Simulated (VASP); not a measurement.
TePb:

```
CELL_PARAMETERS angstrom
0.00000 3.23100 3.23100
3.23100 0.00000 3.23100
3.23100 3.23100 0.00000
ATOMIC_POSITIONS crystal
Pb 0.00000 0.00000 0.00000
Te 0.50000 0.50000 0.50000
```

```yaml
Program: VASP 6.6.1
Task: relaxation of cell and atoms
Functional: r2SCAN
Potentials_or_basis: VASP PAW PBE potentials, release 64 (Pb_d, Te)
Cutoff: 600 eV
k_mesh: 7 × 7 × 7
Occupations: fermi-dirac, width 0.05 eV
Spin: no spin polarisation
```

At the start: pressure 1.5 GPa; volume 33.73 Å³/atom.

Q: Where does the relaxation end?

A: Over 3 steps the energy falls by 5.4 meV/atom and the volume is 34.88 Å³/atom (+3.4 %); space group Fm-3m (No. 225, to 0.05 Å).

Step by step:
```csv
step,energy change (eV),largest force (eV/Å),pressure (GPa),volume (Å³)
1,0.0000,0.0000,1.54,67.46
2,-0.0092,0.0000,-0.53,70.68
3,-0.0108,0.0000,0.01,69.77
```

Final structure:
```
Pb Te
1.0
     0.00000    3.26744    3.26744
     3.26744    0.00000    3.26744
     3.26744    3.26744    0.00000
Pb Te
1 1
Direct
  0.00000 0.00000 0.00000
  0.50000 0.50000 0.50000
```

Caveat: the PAW data sets were made with another functional, which shifts forces and pressure a little.
